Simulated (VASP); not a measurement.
Write the native input for VASP 6.6.1 that does the following.

| Item | Value |
| --- | --- |
| Task | single point |
| Functional | PBEsol |
| Potentials or basis | VASP PAW PBE potentials, release 64 (Zn, O) |
| Cutoff | 520 eV |
| k mesh | 9 × 9 × 6 |
| Occupations | gaussian, width 0.02 eV |
| Spin | no spin polarisation |
| Dipole correction | no |
| Further INCAR settings | ALGO = Normal; EDIFF = 1e-06; NBANDS = 26 |

The structure of ZnO (sol) lies in POSCAR:

```
ZnO
1.0
    3.2309096810      0.0000000000      0.0000000000
   -1.6154548405      2.7980498610      0.0000000000
    0.0000000000      0.0000000000      5.2156080124
Zn O
2 2
Direct
    0.3333333333      0.6666666667      0.0015299804
    0.6666666667      0.3333333333      0.5015299804
    0.3333333333      0.6666666667      0.3804700196
    0.6666666667      0.3333333333      0.8804700196
```

One way to write it, as run:

INCAR

```
PREC = Accurate ; ENCUT = 520
EDIFF = 1E-6 ; ISMEAR = 0
SIGMA = 0.02 ; LREAL = False
LASPH = True ; NELM = 60
ALGO = Normal ; ISIF = 2
LWAVE = False ; LCHARG = False
GGA = PS ; NBANDS = 26
```

KPOINTS

```
regular mesh
0
Gamma
  9 9 6
```

Potentials or basis: VASP PAW PBE potentials, release 64 (Zn, O).

Launch:

```sh
$ cat potpaw_PBE.64/Zn/POTCAR potpaw_PBE.64/O/POTCAR > POTCAR
$ mpirun -np 1 vasp_std > vasp.out
```

It gave:

```
Pressure               : 0.7 GPa
Band gap on the k mesh : 0.69 eV, direct
```

Caveat: the PAW data sets were made with another functional, which shifts forces and pressure a little.

Wall time 22 s on 1 thread of Intel(R) Xeon(R) Platinum 8488C (Sapphire Rapids), with other jobs on the host, peak memory 0.18 GiB.
